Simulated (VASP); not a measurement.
Write the native input for VASP 6.6.1 that does the following.

```
Task                               : single point
Functional                         : HSE06
Potentials or basis                : VASP PAW PBE potentials, release 64 (K_sv, Br)
Cutoff                             : 520 eV
k mesh                             : 4 × 4 × 4
Occupations                        : gaussian, width 0.01 eV
Spin                               : no spin polarisation
Dipole correction                  : no
Grid for exact exchange (PRECFOCK) : Normal
Further INCAR settings             : ALGO = Normal; EDIFF = 1e-06; NBANDS = 15
Share of exact exchange            : 0.25
Screening parameter                : 0.2079 1/Å
```

The system is KBr.

```xyz
2
Lattice="0.0000 3.5087 3.9834 3.5087 0.0000 3.9834 3.5087 3.5087 0.0000" Properties=species:S:1:pos:R:3 pbc="T T T"
K     0.0000    0.0000    0.0000
Br    1.7543    1.7543    1.9917
```

This cell differs from its parent crystal: epitaxial xy strain -4.9%.

One way to write it, as run:

POSCAR

```
KBr
1.0
    0.0000000000      3.5086791066      3.9834417731
    3.5086791066      0.0000000000      3.9834417731
    3.5086791066      3.5086791066      0.0000000000
K Br
1 1
Direct
    0.0000000000      0.0000000000      0.0000000000
    0.2500000000      0.2500000000      0.2500000000
```

INCAR.step1

```
  PREC = Accurate
  ENCUT = 520
  EDIFF = 1E-5
  ISMEAR = 0
  SIGMA = 0.01
  LREAL = F
  LASPH = T
  NELM = 60
  ALGO = Normal
  ISIF = 2
  LWAVE = T
  LCHARG = F
  GGA = PE
  NBANDS = 15
```

INCAR.step2

```
  PREC = Accurate
  ENCUT = 520
  EDIFF = 1E-6
  ISMEAR = 0
  SIGMA = 0.01
  LREAL = F
  LASPH = T
  NELM = 60
  ALGO = Normal
  ISIF = 2
  LWAVE = F
  LCHARG = F
  GGA = PE
  LHFCALC = T
  HFSCREEN = 0.2079
  PRECFOCK = Normal
  ISTART = 1
  NBANDS = 15
```

KPOINTS

```
regular mesh
0
Gamma
  4 4 4
```

Potentials or basis: VASP PAW PBE potentials, release 64 (K_sv, Br).

Launch:

```sh
$ cat potpaw_PBE.64/K_sv/POTCAR potpaw_PBE.64/Br/POTCAR > POTCAR
$ cp INCAR.step1 INCAR
$ mpirun -np 1 vasp_std > vasp.out
$ cp INCAR.step2 INCAR
$ mpirun -np 1 vasp_std > vasp.out
```

It gave:

```
Pressure               : 0.3 GPa
Band gap on the k mesh : 5.33 eV (least direct gap 5.38 eV)
```

Caveat: the cell differs from its parent crystal (epitaxial xy strain -4.9%); the PAW data sets were made with another functional, which shifts forces and pressure a little.

It took 22 min on 1 thread of Oxide Virtual Turin-like Processor, with other jobs on the host, peak memory 0.32 GiB.
